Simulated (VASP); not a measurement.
K, 1 atom in the cell. It takes space group I4/mmm (No. 139, tetragonal). Conventional cell: a = 5.498 Å, b = 5.498 Å, c = 5.236 Å, α = 90.00°, β = 90.00°, γ = 90.00°.  This cell differs from its parent crystal: strain +0.050 along x and y, +0.000 along z.

```yaml
Program: VASP 6.6.1
Task: single point
Functional: PBE
Potentials_or_basis: VASP PAW PBE potentials, release 64 (K_sv)
Cutoff: 520 eV
k_mesh: 14 × 14 × 14
Occupations: gaussian, width 0.15 eV
Spin: no spin polarisation
Dipole_correction: no
Further_INCAR_settings: ALGO = Fast; EDIFF = 1e-06; NBANDS = 10
```

Potentials or basis: VASP PAW PBE potentials, release 64 (K_sv).

Run with:

```sh
$ cat potpaw_PBE.64/K_sv/POTCAR > POTCAR
$ mpirun -np 1 vasp_std > vasp.out
```

Hardware: 1 thread of Oxide Virtual Turin-like Processor (shared host).

Estimate the wall time of this run.

Run time: 3.8 min on 1 thread of Oxide Virtual Turin-like Processor, with other jobs on the host, peak memory 0.3 GiB. Counts: scf iterations 11, k points 244.
